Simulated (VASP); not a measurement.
Write the native input for VASP 6.6.1 that does the following.

```yaml
Task: single point
Functional: PBE0
Potentials_or_basis: VASP PAW PBE potentials, release 64 (Cu)
Cutoff: 520 eV
k_mesh: 8 × 8 × 4
Occupations: fermi-dirac, width 0.05 eV
Spin: no spin polarisation
Dipole_correction: no
Grid_for_exact_exchange_PRECFOCK: Normal
Further_INCAR_settings: ALGO = Normal; EDIFF = 1e-07; NBANDS = 18
Share_of_exact_exchange: 0.25
```

Crystal: Cu.

```
CELL_PARAMETERS angstrom
2.51709 0.00000 0.00000
-1.25854 2.17986 0.00000
0.00000 0.00000 4.08497
ATOMIC_POSITIONS crystal
Cu 0.66667 0.33333 0.75000
Cu 0.33333 0.66667 0.25000
```

This isn't the form of Cu at room conditions, which is fcc.

These files were run (other wordings do the same):

POSCAR

```
Cu
1.0
    2.5170887971      0.0000000000      0.0000000000
   -1.2585443986      2.1798628419      0.0000000000
    0.0000000000      0.0000000000      4.0849690207
Cu
2
Direct
    0.6666666667      0.3333333333      0.7500000000
    0.3333333333      0.6666666667      0.2500000000
```

INCAR.step1

```
ALGO     = Normal         # electronic algorithm
EDIFF    = 1E-5           # SCF threshold, eV
ENCUT    = 520            # plane-wave cutoff, eV
GGA      = PE             # functional
ISIF     = 2              # what is computed and relaxed
ISMEAR   = -1             # smearing method
LASPH    = True           # aspherical terms in the spheres
LREAL    = False          # projectors in reciprocal space
LWAVE    = True           # write WAVECAR
NBANDS   = 18             # bands
NELM     = 80             # most SCF steps
PREC     = Accurate       # precision mode
SIGMA    = 0.05           # smearing width, eV
```

INCAR.step2

```
AEXX     = 0.25           # exact-exchange fraction
ALGO     = Normal         # electronic algorithm
EDIFF    = 1E-7           # SCF threshold, eV
ENCUT    = 520            # plane-wave cutoff, eV
GGA      = PE             # functional
ISIF     = 2              # what is computed and relaxed
ISMEAR   = -1             # smearing method
ISTART   = 1            
LASPH    = True           # aspherical terms in the spheres
LCHARG   = True           # write CHGCAR
LELF     = True           # ELF
LHFCALC  = True           # exact exchange
LREAL    = False          # projectors in reciprocal space
LVHAR    = True         
LWAVE    = False          # write WAVECAR
NBANDS   = 18             # bands
NELM     = 80             # most SCF steps
PREC     = Accurate       # precision mode
PRECFOCK = Normal       
SIGMA    = 0.05           # smearing width, eV
```

KPOINTS

```
k-points
0
Gamma
  8 8 4
```

Potentials or basis: VASP PAW PBE potentials, release 64 (Cu).

Launch:

```sh
$ cat potpaw_PBE.64/Cu/POTCAR > POTCAR
$ cp INCAR.step1 INCAR
$ mpirun -np 1 vasp_std > vasp.out
$ cp INCAR.step2 INCAR
$ mpirun -np 1 vasp_std > vasp.out
```

Results of the run:

```json
{"Pressure": "11.2 GPa", "Band gap on the k mesh": "zero (bands 11 and 12 overlap by 7.80 eV)"}
```

Caveat: the k points lie up to 0.38 Å⁻¹ apart, too coarse for converged energies and pressures of a metal; the PAW data sets were made with another functional, which shifts forces and pressure a little.

It took 110 min on 1 thread of Oxide Virtual Turin-like Processor, with other jobs on the host, peak memory 0.12 GiB.
